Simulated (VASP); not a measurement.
# TiO2 (I4_1/amd) in VASP: a series of runs

TiO2 is run at these levels: PBE+U; tasks: single point, relaxation of cell and atoms.

Program: VASP 6.6.1. These are calculated values, not measurements. Logs are shortened: lines on timing, memory, paths and dates and some standing lists are left out, and cuts for length are marked.

## (1) The cell of the first run

It takes space group I4_1/amd (No. 141, tetragonal). The conventional cell has a = 3.990 Å, b = 3.990 Å, c = 9.320 Å, α = 90.00°, β = 90.00°, γ = 90.00°. Ti (site symmetry -4m2) has 6 O at 1.96 to 2.03 Å within 2.6 Å. Within 2.6 Å of O (site symmetry 2mm) lie 3 Ti at 1.96 to 2.03 Å and 2 O at 2.55 Å.

## (2) Single point, PBE+U (biaxial strain in the a-b plane: +4.5 %, then relaxed in part)

File INCAR:

```
SYSTEM = TiO2
ALGO = Normal ; EDIFF = 1E-6
ENCUT = 520 ; GGA = PE
ISIF = 2 ; ISMEAR = 0
LASPH = .True. ; LCHARG = .True.
LDAU = .True. ; LDAUJ = 0 0
LDAUL = 2 -1 ; LDAUPRINT = 1
LDAUTYPE = 2 ; LDAUU = 4 0
LELF = .True. ; LMAXMIX = 4
LREAL = .False. ; LVHAR = .True.
LWAVE = .False. ; NBANDS = 60
NELM = 150 ; PREC = Accurate
SIGMA = 0.02
```

File KPOINTS:

```
k-points
0
Gamma
  6 6 4
  0 0 0
```

File POSCAR:

```
TiO2
1.0
    3.9898107388      0.0000000000      0.0000000000
    0.0000000000      3.9898107388      0.0000000000
    0.0000000000      0.0000000000      9.3203584347
Ti O
4 8
Direct
    0.0000000000      0.0000000000      0.0000000000
    0.0000000000      0.5000000000      0.2500000000
    0.5000000000      0.5000000000      0.5000000000
    0.5000000000      0.0000000000      0.7500000000
    0.0000000000      0.5000000000      0.4604198350
    0.0000000000      0.0000000000      0.2104198350
    0.0000000000      0.5000000000      0.0395801650
    0.5000000000      0.5000000000      0.2895801650
    0.5000000000      0.0000000000      0.9604198350
    0.5000000000      0.5000000000      0.7104198350
    0.5000000000      0.0000000000      0.5395801650
    0.0000000000      0.0000000000      0.7895801650
```

Potentials or basis: VASP PAW PBE potentials, release 64 (Ti_sv, O).

Run with:

```bash
> cat potpaw_PBE.64/Ti_sv/POTCAR potpaw_PBE.64/O/POTCAR > POTCAR
> mpirun -np 1 vasp_std > vasp.out
```

OUTCAR:

```text
SYSTEM = TiO2
   EDIFF = 1E-6
   ENCUT = 520
   GGA = PE
   ISIF = 2
   ISMEAR = 0
   LASPH = .True.
   LREAL = .False.
   NELM = 150
   PREC = Accurate

 ion  position               nearest neighbor table
   1  0.000  0.000  0.000-   6 1.96  12 1.96   9 2.03   7 2.03   7 2.03   9 2.03
   2  0.000  0.500  0.250-   5 1.96   7 1.96   6 2.03   8 2.03   6 2.03   8 2.03
   3  0.500  0.500  0.500-   8 1.96  10 1.96   5 2.03  11 2.03  11 2.03   5 2.03
   4  0.500  0.000  0.750-   9 1.96  11 1.96  10 2.03  12 2.03  10 2.03  12 2.03
   5  0.000  0.500  0.460-   2 1.96   3 2.03   3 2.03
   6  0.000  0.000  0.210-   1 1.96   2 2.03   2 2.03
   7  0.000  0.500  0.040-   2 1.96   1 2.03   1 2.03
   8  0.500  0.500  0.290-   3 1.96   2 2.03   2 2.03
   9  0.500  0.000  0.960-   4 1.96   1 2.03   1 2.03
  10  0.500  0.500  0.710-   3 1.96   4 2.03   4 2.03
  11  0.500  0.000  0.540-   4 1.96   3 2.03   3 2.03
  12  0.000  0.000  0.790-   1 1.96   4 2.03   4 2.03

  LATTYP: Found a simple tetragonal cell.
 ALAT       =     3.9898107388
 C/A-ratio  =     2.3360402397

  Lattice vectors:

 A1 = (   3.9898107388,   0.0000000000,   0.0000000000)
 A2 = (   0.0000000000,   3.9898107388,   0.0000000000)
 A3 = (   0.0000000000,   0.0000000000,   9.3203584347)

Analysis of symmetry for initial positions (statically):
=====================================================================
 Subroutine PRICEL returns following result:

  LATTYP: Found a body centered tetragonal cell.
 ALAT       =     3.9898107388
 C/A-ratio  =     2.3360402397

  Lattice vectors:

 A1 = (   1.9949053694,  -1.9949053694,  -4.6601792173)
 A2 = (  -1.9949053694,   1.9949053694,  -4.6601792173)
 A3 = (   1.9949053694,   1.9949053694,   4.6601792173)

   2 primitive cells build up your supercell.

 Routine SETGRP: Setting up the symmetry group for a
 simple tetragonal supercell.

 Subroutine GETGRP returns: Found 16 space group operations
 (whereof  8 operations were pure point group operations)
 out of a pool of 16 trial point group operations.

The static configuration has the point symmetry D_2d.
 The point group associated with its full space group is D_4h.

Analysis of symmetry for dynamics (positions and initial velocities):
=====================================================================
 Subroutine PRICEL returns following result:

  LATTYP: Found a body centered tetragonal cell.
 ALAT       =     3.9898107388
 C/A-ratio  =     2.3360402397

  Lattice vectors:

 A1 = (   1.9949053694,  -1.9949053694,  -4.6601792173)
 A2 = (  -1.9949053694,   1.9949053694,  -4.6601792173)
 A3 = (   1.9949053694,   1.9949053694,   4.6601792173)

   2 primitive cells build up your supercell.

 Routine SETGRP: Setting up the symmetry group for a
 simple tetragonal supercell.

 Subroutine GETGRP returns: Found 16 space group operations
 (whereof  8 operations were pure point group operations)
 out of a pool of 16 trial point group operations.

The dynamic configuration has the point symmetry D_2d.
 The point group associated with its full space group is D_4h.

 Subroutine INISYM returns: Found 16 space group operations
 (whereof  8 operations are pure point group operations),
 and found     2 'primitive' translations

----------------------------------------------------------------------------------------

                                     Primitive cell

  volume of cell :      74.1835

  direct lattice vectors                    reciprocal lattice vectors
     1.994905369 -1.994905369 -4.660179217     0.250638455  0.000000000 -0.107292011
    -1.994905369  1.994905369 -4.660179217     0.000000000  0.250638455 -0.107292011
     1.994905369  1.994905369  4.660179217     0.250638455  0.250638455 -0.000000000

  length of vectors
     5.447620141  5.447620141  5.447620141     0.272637508  0.272637508  0.354456303

  position of ions in fractional coordinates (direct lattice)
     0.000000000  0.000000000  0.000000000
     0.750000000  0.250000000  0.500000000
     0.539580165  0.039580165  0.500000000
     0.789580165  0.789580165  1.000000000
     0.960419835  0.460419835  0.500000000
     0.210419835  0.210419835  1.000000000

  ion indices of the primitive-cell ions
   primitive index   ion index
                 1           1
                 2           2
                 3           9
                 4           6
                 5           7
                 6          12

----------------------------------------------------------------------------------------

 KPOINTS: k-points

Automatic generation of k-mesh.
 Grid dimensions read from file:
 generate k-points for:    6    6    4

 Generating k-lattice:

  Cartesian coordinates                     Fractional coordinates (reciprocal lattice)
     0.041773076  0.000000000  0.000000000     0.166666667  0.000000000  0.000000000
     0.000000000  0.041773076  0.000000000     0.000000000  0.166666667  0.000000000
     0.000000000  0.000000000  0.026823003     0.000000000  0.000000000  0.250000000

  Length of vectors
     0.041773076  0.041773076  0.026823003

  Shift w.r.t. Gamma in fractional coordinates (k-lattice)
     0.000000000  0.000000000  0.000000000

 Subroutine IBZKPT returns following result:
 ===========================================

 Found     30 irreducible k-points:

 Following reciprocal coordinates:
            Coordinates               Weight
  0.000000  0.000000  0.000000      1.000000
  0.166667  0.000000  0.000000      4.000000
  0.333333  0.000000  0.000000      4.000000
  0.500000  0.000000  0.000000      2.000000
  0.166667  0.166667  0.000000      4.000000
  0.333333  0.166667  0.000000      8.000000
[... 16 lines left out ...]
  0.333333  0.000000  0.500000      4.000000
  0.500000  0.000000  0.500000      2.000000
 [... further k-points ...]
   k-points           NKPTS =     30   k-points in BZ     NKDIM =     30   number of bands    NBANDS=     60
   number of dos      NEDOS =    301   number of ions     NIONS =     12
   total plane-waves  NPLWV =  63000
   dimension x,y,z NGX =    30 NGY =   30 NGZ =   70
   dimension x,y,z NGXF=    60 NGYF=   60 NGZF=  140
   ions per type =               4   8
   NGX,Y,Z   is equivalent  to a cutoff of  12.50, 12.50, 12.49 a.u.
   NGXF,Y,Z  is equivalent  to a cutoff of  25.00, 25.00, 24.97 a.u.
 SYSTEM =  TiO2
   PREC   = accura    normal or accurate (medium, high low for compatibility)
   ISTART =      0    job   : 0-new  1-cont  2-samecut
   ICHARG =      2    charge: 1-file 2-atom 10-const
   ISPIN  =      1    spin polarized calculation?
   LNONCOLLINEAR =      F non collinear calculations
   LSORBIT =      F    spin-orbit coupling
   LASPH  =      T    aspherical Exc in radial PAW
   ENCUT  =  520.0 eV  38.22 Ry    6.18 a.u.   7.42  7.42 17.33*2*pi/ulx,y,z
   NELM   =    150;   NELMIN=  2; NELMDL= -5     # of ELM steps
   EDIFF  = 0.1E-05   stopping-criterion for ELM
   LREAL  =      F    real-space projection
   EDIFFG = 0.1E-04   stopping-criterion for IOM
   NSW    =      0    number of steps for IOM
   IBRION =     -1    ionic relax: 0-MD 1-quasi-New 2-CG
   NFREE  =      0    steps in history (QN), initial steepest desc. (CG)
   ISIF   =      2    stress and relaxation
   ISYM   =      2    0-nonsym 1-usesym 2-fastsym
   POTIM  = 0.5000    time-step for ionic-motion
   TEBEG  =    0.0;   TEEND  =   0.0 temperature during run
   PSTRESS=    0.0 pullay stress
   NELECT =      96.0000    total number of electrons
   NUPDOWN=      -1.0000    fix difference up-down
   EMIN   =  10.00;   EMAX   =-10.00  energy-range for DOS
   EFERMI =   0.00;   METHOD = LEGACY
   ISMEAR =     0;   SIGMA  =   0.02  broadening in eV -4-tet -1-fermi 0-gaus
   EFERMI_NEDOS =   21; number of points for ismear=-14 and -15
   IALGO  =     38    algorithm
   IMIX   =      4    mixing-type and parameters
     AMIX     =   0.40;   BMIX     =  1.00
     AMIX_MAG =   1.60;   BMIX_MAG =  1.00
  volume/ion in A,a.u.               =      12.36        83.44
  Fermi-wavevector in a.u.,A,eV,Ry     =   1.415966  2.675788 27.279135  2.004960
  Thomas-Fermi vector in A             =   2.537350
   LORBIT       =      0    0 simple, 1 ext, 2 COOP (PROOUT), +10 PAW based schemes
 LDA+U is selected, type is set to LDAUTYPE =  2
   angular momentum for each species LDAUL =     2   -1
   U (eV)           for each species LDAUU =   4.0  0.0
   J (eV)           for each species LDAUJ =   0.0  0.0
   GGA     = PE    functional components
   LHFCALC =     F    Hartree Fock is set to
   AEXX    =    0.0000 exact exchange contribution
   IVDW    =     0    specifies the selected vdW correction
   LEPSILON=     F    determine dielectric tensor
   LRPA    =     F    only Hartree local field effects (RPA)
 non-spin polarized calculation
 Gauss-broadening in eV      SIGMA  =   0.02
  energy-cutoff  :      520.00
  volume of cell :      148.37
 maximum number of plane-waves:      4042
 NGX is ok and might be reduce to    30
   NGX = 15   NGY = 15   NGZ = 35

atom =   1  type =  1  l = 2

 onsite density matrix

spin component  1

  0.0913  0.0000  0.0000 -0.0000 -0.0000
  0.0000  0.0987 -0.0000  0.0000 -0.0000
  0.0000 -0.0000  0.2662 -0.0000  0.0000
 -0.0000  0.0000 -0.0000  0.0987  0.0000
 -0.0000 -0.0000  0.0000  0.0000  0.2161
[... 110 lines left out ...]
  o =  0.0913  v =  1.0000  0.0000  0.0000  0.0000  0.0000  0.0000  0.0000  0.0000  0.0000  0.0000      0.0000  0.0000  0.0000  0.0000  0.0000  0.0000  0.0000  0.0000  0.0000  0.0000
  o =  0.0913  v =  0.0000  0.0000  0.0000  0.0000  0.0000  1.0000  0.0000  0.0000  0.0000  0.0000      0.0000  0.0000  0.0000  0.0000  0.0000  0.0000  0.0000  0.0000  0.0000  0.0000
  o =  0.0987  v =  0.0000  0.9969  0.0000 -0.0789 -0.0000  0.0000  0.0000  0.0000  0.0000  0.0000      0.0000  0.0000  0.0000  0.0000  0.0000  0.0000  0.0000  0.0000  0.0000  0.0000
  o =  0.0987  v =  0.0000  0.0000  0.0000  0.0000  0.0000  0.0000  0.9969  0.0000 -0.0789 -0.0000      0.0000  0.0000  0.0000  0.0000  0.0000  0.0000  0.0000  0.0000  0.0000  0.0000
  o =  0.0987  v =  0.0000  0.0000  0.0000  0.0000  0.0000  0.0000 -0.0789 -0.0000 -0.9969 -0.0000      0.0000  0.0000  0.0000  0.0000  0.0000  0.0000  0.0000  0.0000  0.0000  0.0000
  o =  0.0987  v =  0.0000 -0.0789 -0.0000 -0.9969 -0.0000  0.0000  0.0000  0.0000  0.0000  0.0000      0.0000  0.0000  0.0000  0.0000  0.0000  0.0000  0.0000  0.0000  0.0000  0.0000
  o =  0.2161  v =  0.0000  0.0000  0.0000  0.0000  0.0000  0.0000 -0.0000  0.0000  0.0000 -1.0000      0.0000  0.0000  0.0000  0.0000  0.0000  0.0000  0.0000  0.0000  0.0000  0.0000
  o =  0.2161  v =  0.0000 -0.0000  0.0000  0.0000 -1.0000  0.0000  0.0000  0.0000  0.0000  0.0000      0.0000  0.0000  0.0000  0.0000  0.0000  0.0000  0.0000  0.0000  0.0000  0.0000
  o =  0.2662  v =  0.0000  0.0000  0.0000  0.0000  0.0000  0.0000  0.0000 -1.0000  0.0000 -0.0000      0.0000  0.0000  0.0000  0.0000  0.0000  0.0000  0.0000  0.0000  0.0000  0.0000
  o =  0.2662  v =  0.0000  0.0000 -1.0000  0.0000 -0.0000  0.0000  0.0000  0.0000  0.0000  0.0000      0.0000  0.0000  0.0000  0.0000  0.0000  0.0000  0.0000  0.0000  0.0000  0.0000

 number of electron      95.9999958 magnetization

 Free energy of the ion-electron system (eV)
  ---------------------------------------------------
  ext. energy  EPLUGINS =         0.00000000
  ---------------------------------------------------
  free energy    TOTEN  =       -96.72600800 eV

  energy without entropy =      -96.72600800  energy(sigma->0) =      -96.72600800

 E-fermi :   2.9277     XC(G=0): -10.3282

 val. band max:        2.7960050133   @ k =   0.5000   0.5000   0.0000
 cond. band min:       5.2040657903   @ k =   0.0000   0.0000   0.0000
 fundamental gap:      2.4080607770
 Fermi energy:         2.9277078221

 k-point     1 :       0.0000    0.0000    0.0000
  band No.  band energies     occupation
      1     -54.9186      2.00000
      2     -54.8945      2.00000
      3     -54.8945      2.00000
      4     -54.8704      2.00000
      5     -31.2146      2.00000
      6     -31.0905      2.00000
[... 1501 lines left out ...]
     59       7.1730      0.00000
     60       7.1730      0.00000

 [... further k-points ...]
[... 5 lines left out ...]
  --------------------------------------------------------------------------------------
  -------------------------------------------------------------------------------------
  Total       -8.2121767     -8.2121767      3.8752287      0.0000000      0.0000000      0.0000000
  in kB      -88.6812210    -88.6812210     41.8476153      0.0000000      0.0000000      0.0000000
  external PRESSURE =     -45.1716089 kB  Pullay stress =       0.0000000 kB

 VOLUME and BASIS-vectors are now :
 -----------------------------------------------------------------------------
  energy-cutoff  :      520.00
  volume of cell :      148.37
      direct lattice vectors                 reciprocal lattice vectors
     3.989810739  0.000000000  0.000000000     0.250638455  0.000000000  0.000000000
     0.000000000  3.989810739  0.000000000     0.000000000  0.250638455  0.000000000
     0.000000000  0.000000000  9.320358435     0.000000000  0.000000000  0.107292011

 POSITION                                       TOTAL-FORCE (eV/Angst)
 -----------------------------------------------------------------------------------
      0.00000      0.00000      0.00000         0.000000      0.000000     -0.000000
      0.00000      1.99491      2.33009         0.000000     -0.000000     -0.000000
      1.99491      1.99491      4.66018        -0.000000      0.000000     -0.000000
      1.99491      0.00000      6.99027         0.000000     -0.000000     -0.000000
      0.00000      1.99491      4.29128         0.000000      0.000000      0.236611
      0.00000      0.00000      1.96119         0.000000     -0.000000      0.236611
      0.00000      1.99491      0.36890        -0.000000      0.000000     -0.236611
      1.99491      1.99491      2.69899         0.000000     -0.000000     -0.236611
      1.99491      0.00000      8.95146         0.000000      0.000000      0.236611
      1.99491      1.99491      6.62137         0.000000     -0.000000      0.236611
      1.99491      0.00000      5.02908         0.000000      0.000000     -0.236611
      0.00000      0.00000      7.35917         0.000000     -0.000000     -0.236611
 -----------------------------------------------------------------------------------
    total drift:                                0.000000      0.000000      0.000000

  FREE ENERGIE OF THE ION-ELECTRON SYSTEM (eV)
  ---------------------------------------------------
  free  energy   TOTEN  =       -96.7260080001 eV

  energy  without entropy=      -96.7260080001  energy(sigma->0) =      -96.72600800
```

It took 3 min on 1 thread of Intel Xeon 6975P-C (Granite Rapids), shared host; peak memory 0.34 GiB.

Results:

- Free energy: -96.7260 eV
- Pressure: -4.5 GPa
- Largest force: 0.237 eV/Å
- Band gap on the k mesh: 2.41 eV

Forces on the atoms (eV/Å):
```
Ti   0.000  0.000  0.000
Ti   0.000  0.000  0.000
Ti   0.000  0.000  0.000
Ti   0.000  0.000  0.000
O    0.000  0.000  0.237
O    0.000  0.000  0.237
O    0.000  0.000 -0.237
O    0.000  0.000 -0.237
O    0.000  0.000  0.237
O    0.000  0.000  0.237
O    0.000  0.000 -0.237
O    0.000  0.000 -0.237
```

Eigenvalues of the final occupation matrices:
| site | spin | trace | eigenvalues |
| --- | --- | --- | --- |
| site 1 d | 1 | 0.77 | 0.09 0.10 0.10 0.22 0.27 |
| site 1 d | 2 | 0.77 | 0.09 0.10 0.10 0.22 0.27 |
| site 2 d | 1 | 0.77 | 0.09 0.10 0.10 0.22 0.27 |
| site 2 d | 2 | 0.77 | 0.09 0.10 0.10 0.22 0.27 |
| site 3 d | 1 | 0.77 | 0.09 0.10 0.10 0.22 0.27 |
| site 3 d | 2 | 0.77 | 0.09 0.10 0.10 0.22 0.27 |
| site 4 d | 1 | 0.77 | 0.09 0.10 0.10 0.22 0.27 |
| site 4 d | 2 | 0.77 | 0.09 0.10 0.10 0.22 0.27 |

Caveat: the cell differs from its parent crystal (biaxial strain in the a-b plane: +4.5 %, then relaxed in part); the stress differs along the axes, from -9 to 4 GPa. A k mesh can miss the band edges.

## (3) Single point, PBE+U (biaxial strain in the a-b plane: +3.0 %)

File INCAR:

```
PREC = Accurate ; ENCUT = 520
EDIFF = 1E-6 ; ISMEAR = 0
SIGMA = 0.02 ; LREAL = F
LASPH = T ; NELM = 150
ALGO = Normal ; ISIF = 2
LWAVE = F ; LCHARG = F
LMAXMIX = 4 ; LDAU = T
LDAUTYPE = 2 ; LDAUL = 2 -1
LDAUU = 4 0 ; LDAUJ = 0 0
LDAUPRINT = 1 ; GGA = PE
NBANDS = 60
```

File KPOINTS:

```
Automatic mesh
0
Gamma
  6 6 4
```

File POSCAR:

```
TiO2
1.0
    3.9325407282      0.0000000000      0.0000000000
    0.0000000000      3.9325407282      0.0000000000
    0.0000000000      0.0000000000      9.5991606415
Ti O
4 8
Direct
    0.0000000000      0.0000000000      0.0000000000
    0.0000000000      0.5000000000      0.2500000000
    0.5000000000      0.5000000000      0.5000000000
    0.5000000000      0.0000000000      0.7500000000
    0.0000000000      0.5000000000      0.4573330425
    0.0000000000      0.0000000000      0.2073330425
    0.0000000000      0.5000000000      0.0426669575
    0.5000000000      0.5000000000      0.2926669575
    0.5000000000      0.0000000000      0.9573330425
    0.5000000000      0.5000000000      0.7073330425
    0.5000000000      0.0000000000      0.5426669575
    0.0000000000      0.0000000000      0.7926669575
```

Potentials or basis: VASP PAW PBE potentials, release 64 (Ti_sv, O).

Run with:

```bash
> cat potpaw_PBE.64/Ti_sv/POTCAR potpaw_PBE.64/O/POTCAR > POTCAR
> mpirun -np 1 vasp_std > vasp.out
```

Wall time 3 min (1 thread of Intel Xeon 6975P-C (Granite Rapids), shared host); peak memory 0.34 GiB.

The run converged. Its results:

- Free energy: -96.9422 eV
- Pressure: -4.2 GPa
- Largest force: 0.153 eV/Å
- Band gap on the k mesh: 2.51 eV

Forces in eV/Å, atoms in the order of the input:
```
Ti   0.000  0.000  0.000
Ti   0.000  0.000  0.000
Ti   0.000  0.000  0.000
Ti   0.000  0.000  0.000
O    0.000  0.000  0.153
O    0.000  0.000  0.153
O    0.000  0.000 -0.153
O    0.000  0.000 -0.153
O    0.000  0.000  0.153
O    0.000  0.000  0.153
O    0.000  0.000 -0.153
O    0.000  0.000 -0.153
```

Stress tensor (GPa, compression positive):
```
-6.32  0.00  0.00
 0.00 -6.32  0.00
 0.00  0.00  0.19
```

Levels at points of the mesh, in eV from the valence-band top:
```
           k point  band 46  band 47  band 48  band 49  band 50  band 51
(0.00, 0.00, 0.00)    -0.34    -0.10    -0.10     2.51     2.86     2.86
(0.50, 0.00, 0.00)    -0.84    -0.74    -0.74     3.51     3.51     3.65
(0.50, 0.50, 0.00)     0.00     0.00     0.00     3.61     3.61     3.61
(0.00, 0.00, 0.50)    -0.18    -0.18    -0.18     2.61     2.61     3.13
(0.50, 0.00, 0.50)    -0.75    -0.56    -0.56     3.46     3.46     3.70
(0.50, 0.50, 0.50)    -0.17    -0.17    -0.17     3.75     3.75     3.75
```

Eigenvalues of the final occupation matrices:
```tsv
site	spin	trace	eigenvalues
site 1 d	1	0.77	0.10 0.10 0.10 0.23 0.25
site 1 d	2	0.77	0.10 0.10 0.10 0.23 0.25
site 2 d	1	0.77	0.10 0.10 0.10 0.23 0.25
site 2 d	2	0.77	0.10 0.10 0.10 0.23 0.25
site 3 d	1	0.77	0.10 0.10 0.10 0.23 0.25
site 3 d	2	0.77	0.10 0.10 0.10 0.23 0.25
site 4 d	1	0.77	0.10 0.10 0.10 0.23 0.25
site 4 d	2	0.77	0.10 0.10 0.10 0.23 0.25
```

Caveat: the cell differs from its parent crystal (biaxial strain in the a-b plane: +3.0 %); the stress differs along the axes, from -6 to 0 GPa. A k mesh can miss the band edges.

(Continued in part 2 of 2.)
